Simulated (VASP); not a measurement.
# Cs2CaF6 (P-3m1) in VASP: single point with PBE

Aim: the single point of Cs2CaF6 with PBE.

Everything below comes from runs of VASP 6.6.1. Logs are shortened: lines on timing, memory, paths and dates and some standing lists are left out, and cuts for length are marked.

## 1. The cell of the first run

The structure is trigonal, space group P-3m1 (No. 164). The conventional cell has a = 6.922 Å, b = 6.922 Å, c = 4.690 Å, α = 90.00°, β = 90.00°, γ = 120.00°. Within 3.0 Å of Ca (site symmetry -3m) lie 6 F at 2.26 Å. Cs (site symmetry 3m) has 12 F at 3.06 to 3.47 Å within 4.0 Å. F (site symmetry m) has 1 Ca at 2.26 Å and 4 F at 2.96 to 3.17 Å and 2 Cs at 3.06 to 3.13 Å within 3.2 Å.

## 2. Single point, PBE

The input, INCAR:

```
ALGO = Normal
EDIFF = 1E-7
ENCUT = 520
GGA = PE
ISIF = 2
ISMEAR = -1
LASPH = True
LCHARG = True
LELF = True
LREAL = False
LVHAR = True
LWAVE = False
NBANDS = 45
NELM = 100
PREC = Accurate
SIGMA = 0.1
```

The input, KPOINTS:

```
k-points
0
Gamma
  5 5 6
```

The input, POSCAR:

```
Cs2CaF6
1.0
    3.4611620949      5.9949086016      0.0000000000
   -3.4611620949      5.9949086016      0.0000000000
    0.0000000000      0.0000000000      4.6904011685
Ca Cs F
1 2 6
Direct
    0.0000000000      0.0000000000      0.0000000000
    0.3333333333      0.3333333333      0.7258904933
    0.6666666667      0.6666666667      0.2741095067
    0.1648807500      0.6702385001      0.2353663455
    0.1648807500      0.1648807500      0.2353663455
    0.6702385001      0.1648807500      0.2353663455
    0.8351192500      0.3297614999      0.7646336545
    0.3297614999      0.8351192500      0.7646336545
    0.8351192500      0.8351192500      0.7646336545
```

Potentials or basis: VASP PAW PBE potentials, release 64 (Ca_sv, Cs_sv, F).

Command:

```bash
> cat potpaw_PBE.64/Ca_sv/POTCAR potpaw_PBE.64/Cs_sv/POTCAR potpaw_PBE.64/F/POTCAR > POTCAR
> mpirun -np 1 vasp_std > vasp.out
```

OUTCAR:

```text
EDIFF = 1E-7
   ENCUT = 520
   GGA = PE
   ISIF = 2
   ISMEAR = -1
   LASPH = True
   LREAL = False
   NELM = 100
   PREC = Accurate

 ion  position               nearest neighbor table
   1  0.000  0.000  0.000-   4 2.26   6 2.26   7 2.26   8 2.26   5 2.26   9 2.26
   2  0.333  0.333  0.726-
   3  0.667  0.667  0.274-
   4  0.165  0.670  0.235-   1 2.26
   5  0.165  0.165  0.235-   1 2.26
   6  0.670  0.165  0.235-   1 2.26
   7  0.835  0.330  0.765-   1 2.26
   8  0.330  0.835  0.765-   1 2.26
   9  0.835  0.835  0.765-   1 2.26

  LATTYP: Found a hexagonal cell.
 ALAT       =     6.9223241898
 C/A-ratio  =     0.6775760626

  Lattice vectors:

 A1 = (   3.4611620949,  -5.9949086016,   0.0000000000)
 A2 = (   3.4611620949,   5.9949086016,   0.0000000000)
 A3 = (   0.0000000000,   0.0000000000,   4.6904011685)

Analysis of symmetry for initial positions (statically):
=====================================================================
 Subroutine PRICEL returns:
 Original cell was already a primitive cell.

 Routine SETGRP: Setting up the symmetry group for a
 hexagonal supercell.

 Subroutine GETGRP returns: Found 12 space group operations
 (whereof 12 operations were pure point group operations)
 out of a pool of 24 trial point group operations.

The static configuration has the point symmetry D_3d.

Analysis of symmetry for dynamics (positions and initial velocities):
=====================================================================
 Subroutine PRICEL returns:
 Original cell was already a primitive cell.

 Routine SETGRP: Setting up the symmetry group for a
 hexagonal supercell.

 Subroutine GETGRP returns: Found 12 space group operations
 (whereof 12 operations were pure point group operations)
 out of a pool of 24 trial point group operations.

The dynamic configuration has the point symmetry D_3d.

 Subroutine INISYM returns: Found 12 space group operations
 (whereof 12 operations are pure point group operations),
 and found     1 'primitive' translations

----------------------------------------------------------------------------------------

                                     Primitive cell
[... 105 lines left out ...]
   LREAL  =      F    real-space projection
   EDIFFG = 0.1E-05   stopping-criterion for IOM
   NSW    =      0    number of steps for IOM
   IBRION =     -1    ionic relax: 0-MD 1-quasi-New 2-CG
   NFREE  =      0    steps in history (QN), initial steepest desc. (CG)
   ISIF   =      2    stress and relaxation
   ISYM   =      2    0-nonsym 1-usesym 2-fastsym
   POTIM  = 0.5000    time-step for ionic-motion
   TEBEG  =    0.0;   TEEND  =   0.0 temperature during run
   PSTRESS=    0.0 pullay stress
   NELECT =      70.0000    total number of electrons
   NUPDOWN=      -1.0000    fix difference up-down
   EMIN   =  10.00;   EMAX   =-10.00  energy-range for DOS
   EFERMI =   0.00;   METHOD = LEGACY
   ISMEAR =    -1;   SIGMA  =   0.10  broadening in eV -4-tet -1-fermi 0-gaus
   EFERMI_NEDOS =   21; number of points for ismear=-14 and -15
   IALGO  =     38    algorithm
   IMIX   =      4    mixing-type and parameters
     AMIX     =   0.40;   BMIX     =  1.00
     AMIX_MAG =   1.60;   BMIX_MAG =  1.00
  volume/ion in A,a.u.               =      21.63       145.95
  Fermi-wavevector in a.u.,A,eV,Ry     =   1.164196  2.200011 18.440680  1.355352
  Thomas-Fermi vector in A             =   2.300737
   LORBIT       =      0    0 simple, 1 ext, 2 COOP (PROOUT), +10 PAW based schemes
   GGA     = PE    functional components
   LHFCALC =     F    Hartree Fock is set to
   AEXX    =    0.0000 exact exchange contribution
   IVDW    =     0    specifies the selected vdW correction
   LEPSILON=     F    determine dielectric tensor
   LRPA    =     F    only Hartree local field effects (RPA)
 non-spin polarized calculation
  energy-cutoff  :      520.00
  volume of cell :      194.65
 maximum number of plane-waves:      5267
 NGX is ok and might be reduce to    54
   NGX = 25   NGY = 25   NGZ = 17

 number of electron      70.0000001 magnetization

 Free energy of the ion-electron system (eV)
  ---------------------------------------------------
  ext. energy  EPLUGINS =         0.00000000
  ---------------------------------------------------
  free energy    TOTEN  =       -36.42146257 eV

  energy without entropy =      -35.89148347  energy(sigma->0) =      -36.15647302

 E-fermi :  -3.2435     XC(G=0):  -8.2401

 val. band max:       -3.2870897524   @ k =   0.4000   0.2000   0.0000
 cond. band min:      -3.2240889461   @ k =   0.2000   0.0000   0.0000
 fundamental gap:      0.0630008063
 Fermi energy:        -3.2435035237

 k-point     1 :       0.0000    0.0000    0.0000
  band No.  band energies     occupation
      1     -38.8829      2.00000
      2     -22.7040      2.00000
      3     -22.7040      2.00000
      4     -22.5540      2.00000
      5     -22.5069      2.00000
      6     -22.3490      2.00000
[... 1141 lines left out ...]
     44       7.0604      0.00000
     45       7.2180      0.00000

------------------------ aborting loop because EDIFF is reached ----------------------------------------

  FORCE on cell =-STRESS in cart. coord.  units (eV):
  Direction    XX          YY          ZZ          XY          YZ          ZX
  --------------------------------------------------------------------------------------
  -------------------------------------------------------------------------------------
  Total        0.0124322      0.0124322     -0.1009916     -0.0000000     -0.0000000      0.0000000
  in kB        0.1023330      0.1023330     -0.8312873     -0.0000000     -0.0000000      0.0000000
  external PRESSURE =      -0.2088738 kB  Pullay stress =       0.0000000 kB

 VOLUME and BASIS-vectors are now :
 -----------------------------------------------------------------------------
  energy-cutoff  :      520.00
  volume of cell :      194.65
      direct lattice vectors                 reciprocal lattice vectors
     3.461162095  5.994908602  0.000000000     0.144460151  0.083404107  0.000000000
    -3.461162095  5.994908602  0.000000000    -0.144460151  0.083404107  0.000000000
     0.000000000  0.000000000  4.690401169     0.000000000  0.000000000  0.213201380

 POSITION                                       TOTAL-FORCE (eV/Angst)
 -----------------------------------------------------------------------------------
      0.00000      0.00000      0.00000        -0.000000      0.000000     -0.000000
      0.00000      3.99661      3.40472        -0.000000      0.000000     -0.000552
      0.00000      7.99321      1.28568        -0.000000      0.000000      0.000552
     -1.74913      5.00646      1.10396         0.024038     -0.013878      0.018751
      0.00000      1.97689      1.10396        -0.000000      0.027756      0.018751
      1.74913      5.00646      1.10396        -0.024038     -0.013878      0.018751
      1.74913      6.98335      3.58644        -0.024038      0.013878     -0.018751
     -1.74913      6.98335      3.58644         0.024038      0.013878     -0.018751
      0.00000     10.01293      3.58644        -0.000000     -0.027756     -0.018751
 -----------------------------------------------------------------------------------
    total drift:                               -0.000000      0.000000     -0.000000

  FREE ENERGIE OF THE ION-ELECTRON SYSTEM (eV)
  ---------------------------------------------------
  free  energy   TOTEN  =       -36.4214625728 eV

  energy  without entropy=      -35.8914834666  energy(sigma->0) =      -36.15647302
```

stdout:

```text
POSCAR found type information on POSCAR CaCsF
 POSCAR found :  3 types and       9 ions
 scaLAPACK will be used
 LDA part: xc-table for (Slater+PW92), standard interpolation
 POSCAR, INCAR and KPOINTS ok, starting setup
 FFT: planning ... GRIDC
 FFT: planning ... GRID_SOFT
 FFT: planning ... GRID
 WAVECAR not read
 entering main loop
```

Wall time 12 min (1 thread of AMD EPYC, shared host); peak memory 0.39 GiB.

Results:

| Item | Value |
| --- | --- |
| Free energy | -36.4215 eV |
| Pressure | 0.0 GPa |
| Largest force | 0.033 eV/Å |
| Band gap on the k mesh | zero (bands 35 and 36 overlap by 0.10 eV) |

Forces in eV/Å, atoms in the order of the input:
```
Ca   0.000  0.000  0.000
Cs   0.000  0.000 -0.001
Cs   0.000  0.000  0.001
F    0.024 -0.014  0.019
F    0.000  0.028  0.019
F   -0.024 -0.014  0.019
F   -0.024  0.014 -0.019
F    0.024  0.014 -0.019
F    0.000 -0.028 -0.019
```

Levels at points of the mesh, in eV from the Fermi level:
```csv
k point,band 33,band 34,band 35,band 36,band 37,band 38,band 39,band 40
"(0.00, 0.00, 0.00)",-0.17,-0.17,-0.07,0.05,7.39,9.17,9.18,9.18
"(0.00, 0.00, 0.50)",-0.17,-0.17,-0.17,-0.17,9.12,9.12,9.29,9.36
```

Caveat: spin-orbit coupling is left out, which moves the levels of the heavy elements.

The gap in the log of VASP goes by the Fermi energy; the results here count the filled bands.